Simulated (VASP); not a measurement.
WS2, 3 atoms in the cell. It takes space group R3m (No. 160, trigonal). Conventional cell: a = 3.158 Å, b = 3.158 Å, c = 18.490 Å, α = 90.00°, β = 90.00°, γ = 120.00°. Within 3.2 Å of W (site symmetry 3m) lie 6 S at 2.39 to 2.42 Å and 6 W at 3.16 Å. Within 3.2 Å of S (site symmetry 3m) lie 3 W at 2.39 Å and 7 S at 3.13 to 3.16 Å. Within 3.2 Å of S (site symmetry 3m) lie 3 W at 2.42 Å and 7 S at 3.13 to 3.16 Å. 

```yaml
Program: VASP 6.6.1
Task: single point
Functional: PBE
Potentials_or_basis: VASP PAW PBE potentials, release 64 (W_sv, S)
Cutoff: 520 eV
k_mesh: 12 × 12 × 10
Occupations: gaussian, width 0.05 eV
Spin: no spin polarisation
Dipole_correction: no
Further_INCAR_settings: ALGO = Normal; EDIFF = 1e-07; NBANDS = 20; ISYM = 0
```

Potentials or basis: VASP PAW PBE potentials, release 64 (W_sv, S).

Run with:

```console
$ cat potpaw_PBE.64/W_sv/POTCAR potpaw_PBE.64/S/POTCAR > POTCAR
$ mpirun -np 1 vasp_std > vasp.out
```

Hardware: 1 thread of Intel Xeon 8259CL, on a shared host.

Task: How long does it take, and how much memory?

Result: It took 11 min on 1 thread of Intel Xeon 8259CL, on a shared host, peak memory 0.73 GiB. Counts: scf iterations 16, k points 724.
